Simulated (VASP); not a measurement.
A run of VASP 6.6.1:

INCAR

```
PREC = Accurate
ENCUT = 600
EDIFF = 1E-6
ISMEAR = 0
SIGMA = 0.15
LREAL = F
LASPH = T
NELM = 120
ALGO = Normal
ISIF = 2
LWAVE = F
LCHARG = F
GGA = PS
NBANDS = 39
GGA_COMPAT = F
```

File KPOINTS:

```
regular mesh
0
Gamma
  8 8 14
```

File POSCAR:

```
Ti3O4
1.0
    2.9128162286     -4.0303540220      0.0000000000
    2.9128162286      4.0303540220      0.0000000000
    0.0000000000      0.0000000000      2.9690273773
Ti O
3 4
Direct
   -0.0130352610     -0.0059281569      0.4997130414
    0.4893523597     -0.0488366345      0.0703121316
    0.0462269667      0.5145773181      0.0446769875
    0.7641999212      0.7569602604     -0.0448412611
    0.2779340857      0.7723379604      0.4756478374
    0.2085202526      0.2662579883     -0.0871729698
    0.7268016749      0.2446312643      0.5416642330
```

Potentials or basis: VASP PAW PBE potentials, release 64 (Ti_sv, O).

Command:

```bash
$ cat potpaw_PBE.64/Ti_sv/POTCAR potpaw_PBE.64/O/POTCAR > POTCAR
$ mpirun -np 1 vasp_std > vasp.out
```

Hardware: 1 thread of Intel Xeon 8259CL, on a shared host.

How long does it take, and how much memory?

It took 43 min on 1 thread of Intel Xeon 8259CL (shared host), peak memory 1.1 GiB. Counts: scf iterations 18, k points 452.
